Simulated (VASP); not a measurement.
A run of VASP 6.6.1 is set up as follows.

File POSCAR:

```
CsH
1.0
    0.0000000000      3.1666033800      3.1666033800
    3.1666033800      0.0000000000      3.1666033800
    3.1666033800      3.1666033800      0.0000000000
Cs H
1 1
Direct
    0.0000000000      0.0000000000      0.0000000000
    0.5000000000      0.5000000000      0.5000000000
```

The input INCAR.step1:

```
SYSTEM = CsH
PREC = Accurate ; ENCUT = 520
ISMEAR = -1 ; SIGMA = 0.02
LREAL = .FALSE. ; LASPH = .TRUE.
NELM = 100 ; GGA = PE
ALGO = Normal ; EDIFF = 1E-4
LWAVE = .TRUE. ; LCHARG = .FALSE.
```

The input INCAR.step2:

```
SYSTEM = CsH
PREC = Accurate ; ENCUT = 520
EDIFF = 1E-6 ; ISMEAR = -1
SIGMA = 0.02 ; LREAL = .FALSE.
LASPH = .TRUE. ; NELM = 100
ALGO = Normal ; ISIF = 2
LWAVE = .FALSE. ; LCHARG = .FALSE.
METAGGA = R2SCAN ; LMIXTAU = .TRUE.
IBRION = 2 ; NSW = 50
EDIFFG = -0.01 ; ISTART = 1
```

The input KPOINTS:

```
Automatic mesh
0
G
  8 8 8
  0 0 0
```

Potentials or basis: VASP PAW PBE potentials, release 64 (Cs_sv, H).

Command:

```bash
$ cat potpaw_PBE.64/Cs_sv/POTCAR potpaw_PBE.64/H/POTCAR > POTCAR
$ cp INCAR.step1 INCAR
$ mpirun -np 1 vasp_std > vasp.out
$ cp INCAR.step2 INCAR
$ mpirun -np 1 vasp_std > vasp.out
```

Task: Estimate the band gap on the k mesh.

Result: 2.64 eV, direct.

Final structure:
```
CELL_PARAMETERS angstrom
0.00000 3.16660 3.16660
3.16660 0.00000 3.16660
3.16660 3.16660 0.00000
ATOMIC_POSITIONS crystal
Cs 0.00000 0.00000 0.00000
H 0.50000 0.50000 0.50000
```

Caveat: the relaxation stopped at its first step, so nothing moved; spin-orbit coupling is left out, which moves the levels of the heavy elements. A k mesh can miss the band edges.
